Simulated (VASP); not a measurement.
# Al in VASP: a series of runs

The runs below take Al through single point, with PBEsol.

All numbers are computed with VASP 6.6.1; they aren't measurements. Logs are shortened: lines on timing, memory, paths and dates and some standing lists are left out, and cuts for length are marked.

### Step 1. The cell of the first run

The cell holds a slab with vacuum, 13 atoms: a = 5.728 Å, b = 5.728 Å, c = 17.677 Å, α = 90.00°, β = 90.00°, γ = 60.00°.

### Step 2. Single point, PBEsol

INCAR reads:

```
ALGO = Normal
EDIFF = 1E-6
ENCUT = 400
GGA = PS
GGA_COMPAT = F
ISIF = 2
ISMEAR = -1
LASPH = T
LCHARG = F
LREAL = F
LWAVE = F
NBANDS = 32
NELM = 120
NELMDL = -8
PREC = Accurate
SIGMA = 0.15
```

KPOINTS reads:

```
k-points
0
Gamma
  3 3 1
```

POSCAR reads:

```
Al
1.0
    5.7275650000      0.0000000000      0.0000000000
    2.8637820000      4.9602170000      0.0000000000
    0.0000000000      0.0000000000     17.6765370000
Al
13
Direct
    0.1666684945      0.1666660955      0.0565721668
    0.6666715499      0.1666660955      0.0565721668
    0.1666709227      0.6666643818      0.0565721668
    0.6666739781      0.6666643818      0.0565721668
   -0.1583515152      0.3301468464      0.1817890009
    0.3436614033      0.3282920888      0.1809121323
   -0.1649870165      0.8410115928      0.1858169391
    0.3452087130      0.8217785633      0.1955812951
    0.0028579826      0.0054231498      0.3156670337
    0.4560983218      0.0353613562      0.3147505645
   -0.0378369570      0.5184450600      0.3115485799
    0.5278629373      0.4339124679      0.3092008350
    0.4079279377      0.7429916877      0.4315155169
```

Potentials or basis: VASP PAW PBE potentials, release 64 (Al).

Launch:

```sh
> cat potpaw_PBE.64/Al/POTCAR > POTCAR
> mpirun -np 1 vasp_std > vasp.out
```

OUTCAR:

```text
EDIFF = 1E-6
   ENCUT = 400
   GGA = PS
   ISIF = 2
   ISMEAR = -1
   LASPH = T
   LREAL = F
   NELM = 120
   NELMDL = -8
   PREC = Accurate

 ion  position               nearest neighbor table
   1  0.167  0.167  0.057-   5 2.74   6 2.77   4 2.86   2 2.86   3 2.86   3 2.86   2 2.86   4 2.86
                             8 2.99
   2  0.667  0.167  0.057-   6 2.72   5 2.78   7 2.80   1 2.86   3 2.86   4 2.86   4 2.86   3 2.86
                             1 2.86
   3  0.167  0.667  0.057-   6 2.77   7 2.82   4 2.86   2 2.86   1 2.86   1 2.86   2 2.86   4 2.86
                             8 2.96
   4  0.667  0.667  0.057-   5 2.77   7 2.85   1 2.86   3 2.86   2 2.86   2 2.86   3 2.86   1 2.86
                             8 2.93
   5  0.842  0.330  0.182-   1 2.74  12 2.75  11 2.76   4 2.77   2 2.78   7 2.82   8 2.84   6 2.86
                             9 2.86   6 2.87   7 2.91   8 2.91
   6  0.344  0.328  0.181-  12 2.69   2 2.72   3 2.77   1 2.77  10 2.78   7 2.80   8 2.84   5 2.86
                             5 2.87   8 2.91   7 2.93  11 2.99
   7  0.835  0.841  0.186-  11 2.75   2 2.80   6 2.80   3 2.82   5 2.82   9 2.83   4 2.85   8 2.87
                             8 2.87   5 2.91   6 2.93  10 2.95
   8  0.345  0.822  0.196-  10 2.67   9 2.72  12 2.78   5 2.84   6 2.84   7 2.87   7 2.87   6 2.91
                             5 2.91   4 2.93   3 2.96   1 2.99
   9  0.003  0.005  0.316-  12 2.60  10 2.69   8 2.72   7 2.83  11 2.83   5 2.86  13 2.89  11 2.91
                            10 3.05  12 3.15
  10  0.456  0.035  0.315-  12 2.52   8 2.67   9 2.69  13 2.76   6 2.78  11 2.80  11 2.93   7 2.95
                             9 3.05  12 3.26
  11  0.962  0.518  0.312-   7 2.75  12 2.76   5 2.76  10 2.80   9 2.83   9 2.91  10 2.93   6 2.99
                            12 3.03
  12  0.528  0.434  0.309-  10 2.52   9 2.60  13 2.66   6 2.69   5 2.75  11 2.76   8 2.78  11 3.03
                             9 3.15  10 3.26
  13  0.408  0.743  0.432-  12 2.66  10 2.76   9 2.89

  LATTYP: Found a hexagonal cell.
 ALAT       =     5.7275649303
 C/A-ratio  =     3.0862220185

  Lattice vectors:

 A1 = (  -2.8637820000,  -4.9602170000,   0.0000000000)
 A2 = (   5.7275650000,   0.0000000000,   0.0000000000)
 A3 = (   0.0000000000,   0.0000000000,  17.6765370000)

Analysis of symmetry for initial positions (statically):
=====================================================================
 Subroutine PRICEL returns:
 Original cell was already a primitive cell.

 Routine SETGRP: Setting up the symmetry group for a
 hexagonal supercell.

 Subroutine GETGRP returns: Found  1 space group operations
 (whereof  1 operations were pure point group operations)
 out of a pool of 24 trial point group operations.

The static configuration has the point symmetry C_1 .

Analysis of symmetry for dynamics (positions and initial velocities):
=====================================================================
 Subroutine PRICEL returns:
 Original cell was already a primitive cell.

 Routine SETGRP: Setting up the symmetry group for a
 hexagonal supercell.

 Subroutine GETGRP returns: Found  1 space group operations
 (whereof  1 operations were pure point group operations)
 out of a pool of 24 trial point group operations.

The dynamic configuration has the point symmetry C_1 .

 Subroutine INISYM returns: Found  1 space group operations
 (whereof  1 operations are pure point group operations),
 and found     1 'primitive' translations

----------------------------------------------------------------------------------------

                                     Primitive cell

  volume of cell :     502.1898

  direct lattice vectors                    reciprocal lattice vectors
     5.727565000  0.000000000  0.000000000     0.174594265 -0.100802024  0.000000000
     2.863782000  4.960217000  0.000000000     0.000000000  0.201604083  0.000000000
     0.000000000  0.000000000 17.676537000     0.000000000  0.000000000  0.056572167

  length of vectors
     5.727565000  5.727564930 17.676537000     0.201604081  0.201604083  0.056572167

  position of ions in fractional coordinates (direct lattice)
     0.166668495  0.166666095  0.056572167
     0.666671550  0.166666095  0.056572167
     0.166670923  0.666664382  0.056572167
     0.666673978  0.666664382  0.056572167
     0.841648485  0.330146846  0.181789001
     0.343661403  0.328292089  0.180912132
     0.835012984  0.841011593  0.185816939
     0.345208713  0.821778563  0.195581295
     0.002857983  0.005423150  0.315667034
     0.456098322  0.035361356  0.314750565
     0.962163043  0.518445060  0.311548580
     0.527862937  0.433912468  0.309200835
     0.407927938  0.742991688  0.431515517

  ion indices of the primitive-cell ions
   primitive index   ion index
                 1           1
                 2           2
                 3           3
                 4           4
                 5           5
                 6           6
                 7           7
                 8           8
                 9           9
                10          10
                11          11
                12          12
                13          13

----------------------------------------------------------------------------------------

 KPOINTS: k-points

Automatic generation of k-mesh.
 Grid dimensions read from file:
 generate k-points for:    3    3    1

 Generating k-lattice:

  Cartesian coordinates                     Fractional coordinates (reciprocal lattice)
     0.058198088 -0.033600675  0.000000000     0.333333333  0.000000000  0.000000000
     0.000000000  0.067201361  0.000000000     0.000000000  0.333333333  0.000000000
     0.000000000  0.000000000  0.056572167     0.000000000  0.000000000  1.000000000

  Length of vectors
     0.067201360  0.067201361  0.056572167

  Shift w.r.t. Gamma in fractional coordinates (k-lattice)
     0.000000000  0.000000000  0.000000000

 Subroutine IBZKPT returns following result:
 ===========================================

 Found      5 irreducible k-points:

 Following reciprocal coordinates:
            Coordinates               Weight
  0.000000  0.000000  0.000000      1.000000
  0.333333  0.000000  0.000000      2.000000
  0.333333  0.333333  0.000000      2.000000
  0.000000  0.333333  0.000000      2.000000
 -0.333333  0.333333  0.000000      2.000000
   k-points           NKPTS =      5   k-points in BZ     NKDIM =      5   number of bands    NBANDS=     32
   number of dos      NEDOS =    301   number of ions     NIONS =     13
   total plane-waves  NPLWV = 192000
   dimension x,y,z NGX =    40 NGY =   40 NGZ =  120
   dimension x,y,z NGXF=    80 NGYF=   80 NGZF=  240
   ions per type =              13
   NGX,Y,Z   is equivalent  to a cutoff of  11.61, 11.61, 11.29 a.u.
   NGXF,Y,Z  is equivalent  to a cutoff of  23.22, 23.22, 22.57 a.u.
 SYSTEM =  unknown system
   PREC   = accura    normal or accurate (medium, high low for compatibility)
   ISTART =      0    job   : 0-new  1-cont  2-samecut
   ICHARG =      2    charge: 1-file 2-atom 10-const
   ISPIN  =      1    spin polarized calculation?
   LNONCOLLINEAR =      F non collinear calculations
   LSORBIT =      F    spin-orbit coupling
   LASPH  =      T    aspherical Exc in radial PAW
   ENCUT  =  400.0 eV  29.40 Ry    5.42 a.u.   9.34  9.34 28.83*2*pi/ulx,y,z
   NELM   =    120;   NELMIN=  2; NELMDL= -8     # of ELM steps
   EDIFF  = 0.1E-05   stopping-criterion for ELM
   LREAL  =      F    real-space projection
   EDIFFG = 0.1E-04   stopping-criterion for IOM
   NSW    =      0    number of steps for IOM
   IBRION =     -1    ionic relax: 0-MD 1-quasi-New 2-CG
   NFREE  =      0    steps in history (QN), initial steepest desc. (CG)
   ISIF   =      2    stress and relaxation
   ISYM   =      2    0-nonsym 1-usesym 2-fastsym
   POTIM  = 0.5000    time-step for ionic-motion
   TEBEG  =    0.0;   TEEND  =   0.0 temperature during run
   PSTRESS=    0.0 pullay stress
   NELECT =      39.0000    total number of electrons
   NUPDOWN=      -1.0000    fix difference up-down
   EMIN   =  10.00;   EMAX   =-10.00  energy-range for DOS
   EFERMI =   0.00;   METHOD = LEGACY
   ISMEAR =    -1;   SIGMA  =   0.15  broadening in eV -4-tet -1-fermi 0-gaus
   EFERMI_NEDOS =   21; number of points for ismear=-14 and -15
   IALGO  =     38    algorithm
   IMIX   =      4    mixing-type and parameters
     AMIX     =   0.40;   BMIX     =  1.00
     AMIX_MAG =   1.60;   BMIX_MAG =  1.00
  volume/ion in A,a.u.               =      38.63       260.69
  Fermi-wavevector in a.u.,A,eV,Ry     =   0.698458  1.319895  6.637518  0.487844
  Thomas-Fermi vector in A             =   1.782067
   LORBIT       =      0    0 simple, 1 ext, 2 COOP (PROOUT), +10 PAW based schemes
   GGA     = PS    functional components
   LHFCALC =     F    Hartree Fock is set to
   AEXX    =    0.0000 exact exchange contribution
   IVDW    =     0    specifies the selected vdW correction
   LEPSILON=     F    determine dielectric tensor
   LRPA    =     F    only Hartree local field effects (RPA)
 non-spin polarized calculation
  energy-cutoff  :      400.00
  volume of cell :      502.19
 maximum number of plane-waves:      9165
 NGX is ok and might be reduce to    40
   NGX = 19   NGY = 19   NGZ = 57

 number of electron      39.0000000 magnetization

 Free energy of the ion-electron system (eV)
  ---------------------------------------------------
  ext. energy  EPLUGINS =         0.00000000
  ---------------------------------------------------
  free energy    TOTEN  =       -49.19861644 eV

  energy without entropy =      -48.78740026  energy(sigma->0) =      -48.99300835

 E-fermi :   0.8693     XC(G=0):  -5.5179

 val. band max:        0.8200091906   @ k =   0.3333   0.0000   0.0000
 cond. band min:       0.9477579167   @ k =   0.0000   0.0000   0.0000
 fundamental gap:      0.1277487261
 Fermi energy:         0.8693143537

 k-point     1 :       0.0000    0.0000    0.0000
  band No.  band energies     occupation
      1      -9.6309      2.00000
      2      -7.9105      2.00000
      3      -5.4605      2.00000
      4      -4.0162      2.00000
      5      -3.9104      2.00000
      6      -3.7884      2.00000
[... 23 lines left out ...]
     30       3.7165      0.00000
     31       4.4321      0.00000

 k-point     2 :       0.3333    0.0000    0.0000
  band No.  band energies     occupation
      1      -8.9702      2.00000
      2      -7.2739      2.00000
      3      -6.9838      2.00000
      4      -5.3996      2.00000
      5      -5.0583      2.00000
      6      -4.9948      2.00000
[... 23 lines left out ...]
     30       4.0539      0.00000
     31       4.2940      0.00000

 k-point     3 :       0.3333    0.3333    0.0000
  band No.  band energies     occupation
      1      -8.9698      2.00000
      2      -7.2920      2.00000
      3      -6.9656      2.00000
      4      -5.3930      2.00000
      5      -5.0809      2.00000
      6      -4.9752      2.00000
[... 23 lines left out ...]
     30       4.0570      0.00000
     31       4.3259      0.00000

 k-point     4 :       0.0000    0.3333    0.0000
  band No.  band energies     occupation
      1      -8.9729      2.00000
      2      -7.2687      2.00000
      3      -6.9793      2.00000
      4      -5.4020      2.00000
      5      -5.0523      2.00000
      6      -4.9825      2.00000
[... 23 lines left out ...]
     30       4.2007      0.00000
     31       4.2909      0.00000

 k-point     5 :      -0.3333    0.3333    0.0000
  band No.  band energies     occupation
      1      -7.8125      2.00000
      2      -7.6360      2.00000
      3      -7.5049      2.00000
      4      -6.0715      2.00000
      5      -6.0193      2.00000
      6      -5.7508      2.00000
[... 23 lines left out ...]
     30       4.0628      0.00000
     31       4.2735      0.00000
 [bands above 31 left out]

------------------------ aborting loop because EDIFF is reached ----------------------------------------

  FORCE on cell =-STRESS in cart. coord.  units (eV):
  Direction    XX          YY          ZZ          XY          YZ          ZX
  --------------------------------------------------------------------------------------
  -------------------------------------------------------------------------------------
  Total       -2.7301577     -1.9292401      2.2957272      1.1469683      0.6422143      0.4170749
  in kB       -8.7102462     -6.1550129      7.3242468      3.6592670      2.0489089      1.3306282
  external PRESSURE =      -2.5136707 kB  Pullay stress =       0.0000000 kB

 VOLUME and BASIS-vectors are now :
 -----------------------------------------------------------------------------
  energy-cutoff  :      400.00
  volume of cell :      502.19
      direct lattice vectors                 reciprocal lattice vectors
     5.727565000  0.000000000  0.000000000     0.174594265 -0.100802024  0.000000000
     2.863782000  4.960217000  0.000000000     0.000000000  0.201604083  0.000000000
     0.000000000  0.000000000 17.676537000     0.000000000  0.000000000  0.056572167

 POSITION                                       TOTAL-FORCE (eV/Angst)
 -----------------------------------------------------------------------------------
      1.43190      0.82670      1.00000         0.014516     -0.218143     -0.112584
      4.29570      0.82670      1.00000         0.042182     -0.022219     -0.297081
      2.86380      3.30680      1.00000         0.186531      0.104090      0.019127
      5.72760      3.30680      1.00000        -0.186831      0.116852      0.008775
      5.76606      1.63760      3.21340         0.119246      0.003964      0.036515
      2.90850      1.62840      3.19790        -0.330100      0.135959      0.085003
      7.19107      4.17160      3.28460        -0.037333     -0.180690     -0.034365
      4.33060      4.07620      3.45720        -0.031448     -0.105278     -0.743971
      0.03190      0.02690      5.57990        -0.203409     -0.578544      0.363180
      2.71360      0.17540      5.56370         0.234464     -0.701191      0.367450
      6.99557      2.57160      5.50710         0.192626      0.284809      0.444079
      4.26600      2.15230      5.46560        -0.017444      0.979823      0.214676
      4.46420      3.68540      7.62770         0.016999      0.180568     -0.350805
 -----------------------------------------------------------------------------------
    total drift:                                0.000009      0.000001      0.000123

  FREE ENERGIE OF THE ION-ELECTRON SYSTEM (eV)
  ---------------------------------------------------
  free  energy   TOTEN  =       -49.1986164439 eV

  energy  without entropy=      -48.7874002584  energy(sigma->0) =      -48.99300835
```

It took 2.9 min on 1 thread of AMD EPYC 7R13, shared host; peak memory 0.4 GiB.

What came out:

| Quantity | Value |
| --- | --- |
| Free energy | -49.1986 eV |
| Largest force | 1.003 eV/Å |

Forces in eV/Å, atoms in the order of the input:
```
Al   0.015 -0.218 -0.113
Al   0.042 -0.022 -0.297
Al   0.187  0.104  0.019
Al  -0.187  0.117  0.009
Al   0.119  0.004  0.037
Al  -0.330  0.136  0.085
Al  -0.037 -0.181 -0.034
Al  -0.031 -0.105 -0.744
Al  -0.203 -0.579  0.363
Al   0.234 -0.701  0.367
Al   0.193  0.285  0.444
Al  -0.017  0.980  0.215
Al   0.017  0.181 -0.351
```

Levels at points of the mesh, in eV from the Fermi level:
| k point | band 18 | band 19 | band 20 | band 21 | band 22 | band 23 |
| --- | --- | --- | --- | --- | --- | --- |
| (0.00, 0.00, 0.00) | -0.85 | -0.54 | -0.25 | -0.14 | -0.05 | 0.08 |

Caveat: the k points lie up to 0.42 Å⁻¹ apart; the PAW data sets were made with another functional, which shifts forces and pressure a little.

### Step 3. Single point, PBEsol

INCAR reads:

```
  ALGO = Normal
  EDIFF = 1E-6
  ENCUT = 400
  GGA = PS
  GGA_COMPAT = False
  ISIF = 2
  ISMEAR = -1
  LASPH = True
  LCHARG = True
  LELF = True
  LREAL = False
  LVHAR = True
  LWAVE = False
  NBANDS = 32
  NELM = 120
  NELMDL = -8
  PREC = Accurate
  SIGMA = 0.15
```

KPOINTS is that of step 2.

POSCAR reads:

```
Al
1.0
    5.7275650000      0.0000000000      0.0000000000
    2.8637820000      4.9602170000      0.0000000000
    0.0000000000      0.0000000000     17.6765370000
Al
13
Direct
    0.1666684945      0.1666660955      0.0565721668
    0.6666715499      0.1666660955      0.0565721668
    0.1666709227      0.6666643818      0.0565721668
    0.6666739781      0.6666643818      0.0565721668
   -0.1477413665      0.3423438934      0.1845836659
    0.3343750174      0.3264373313      0.1831297612
   -0.1820821091      0.8672402840      0.1934485244
    0.3430380186      0.8408906304      0.1894036145
   -0.0122025751     -0.0114914327      0.3293122403
    0.4938349022      0.0043748086      0.3195422271
   -0.0061007725      0.5121348522      0.3272530134
    0.5247955304      0.4863496899      0.3091046623
    0.3960461450      0.7574668608      0.4306839060
```

Potentials or basis: VASP PAW PBE potentials, release 64 (Al).

Launch:

```sh
> cat potpaw_PBE.64/Al/POTCAR > POTCAR
> mpirun -np 1 vasp_std > vasp.out
```

It took 2.9 min on 1 thread of AMD EPYC 7R13, shared host; peak memory 0.4 GiB.

It converged, with:

| Item | Value |
| --- | --- |
| Free energy | -49.3011 eV |
| Largest force | 0.769 eV/Å |

Forces on the atoms (eV/Å):
```
Al  -0.013 -0.184 -0.194
Al   0.076 -0.022 -0.042
Al   0.067  0.141  0.148
Al  -0.041  0.133  0.009
Al  -0.272  0.034  0.231
Al   0.209  0.634  0.331
Al   0.419 -0.613 -0.200
Al  -0.471 -0.270 -0.153
Al   0.267  0.348 -0.286
Al   0.108  0.435  0.031
Al   0.049 -0.288 -0.128
Al  -0.377 -0.544 -0.266
Al  -0.021  0.196  0.520
```

Levels at points of the mesh, in eV from the Fermi level:
```
           k point  band 16  band 17  band 18  band 19  band 20  band 21  band 22  band 23
(0.00, 0.00, 0.00)    -2.58    -1.55    -0.92    -0.87    -0.46    -0.33    -0.24    -0.06
```

Caveat: the k points lie up to 0.42 Å⁻¹ apart; the PAW data sets were made with another functional, which shifts forces and pressure a little.

### Step 4. Single point, PBEsol

INCAR reads:

```
SYSTEM = Al
ALGO = Normal
EDIFF = 1E-6
ENCUT = 400
GGA = PS
GGA_COMPAT = .FALSE.
ISIF = 2
ISMEAR = -1
LASPH = .TRUE.
LCHARG = .TRUE.
LELF = .TRUE.
LREAL = .FALSE.
LVHAR = .TRUE.
LWAVE = .FALSE.
NBANDS = 32
NELM = 120
NELMDL = -8
PREC = Accurate
SIGMA = 0.15
```

KPOINTS reads:

```
k-points
0
G
  3 3 1
  0 0 0
```

POSCAR reads:

```
Al
1.0
    5.7275650000      0.0000000000      0.0000000000
    2.8637820000      4.9602170000      0.0000000000
    0.0000000000      0.0000000000     17.6765370000
Al
13
Direct
    0.1666684945      0.1666660955      0.0565721668
    0.6666715499      0.1666660955      0.0565721668
    0.1666709227      0.6666643818      0.0565721668
    0.6666739781      0.6666643818      0.0565721668
   -0.1656357022      0.3507911045      0.1825357535
    0.3194670051      0.3673226393      0.1886285758
   -0.1722741108      0.8422816986      0.1853077896
    0.3170793533      0.8513942031      0.1867673515
    0.0076958333      0.0065722931      0.3192876523
    0.4870715383      0.0348371856      0.3120916727
   -0.0055462973      0.5290091139      0.3227215829
    0.5193015228      0.5017724023      0.3161365826
    0.3784047311      0.7919814798      0.4410026692
```

Launch:

```sh
> cat potpaw_PBE.64/Al/POTCAR > POTCAR
> mpirun -np 1 vasp_std > vasp.out
```

Run time: 2.8 min. Hardware: 1 thread of AMD EPYC 7R13, shared host; peak memory 0.4 GiB.

The run converged. Its results:

| Quantity | Value |
| --- | --- |
| Free energy | -49.4108 eV |
| Largest force | 0.506 eV/Å |

Forces on the atoms (eV/Å):
```
Al   0.055 -0.100 -0.097
Al   0.009  0.064  0.003
Al   0.128  0.129 -0.148
Al  -0.166  0.164 -0.166
Al  -0.209 -0.118  0.445
Al   0.093 -0.369 -0.084
Al  -0.092  0.257  0.193
Al   0.305 -0.022  0.020
Al  -0.121  0.204 -0.007
Al   0.082 -0.242  0.404
Al  -0.066 -0.054  0.036
Al  -0.069 -0.190 -0.275
Al   0.050  0.278 -0.326
```

Levels at points of the mesh, in eV from the Fermi level:
```tsv
k point	band 18	band 19	band 20	band 21	band 22	band 23
(0.00, 0.00, 0.00)	-0.74	-0.67	-0.39	-0.17	-0.05	-0.03
```

Caveat: the k points lie up to 0.42 Å⁻¹ apart; the PAW data sets were made with another functional, which shifts forces and pressure a little.

(Part 1 of 2 ends here.)
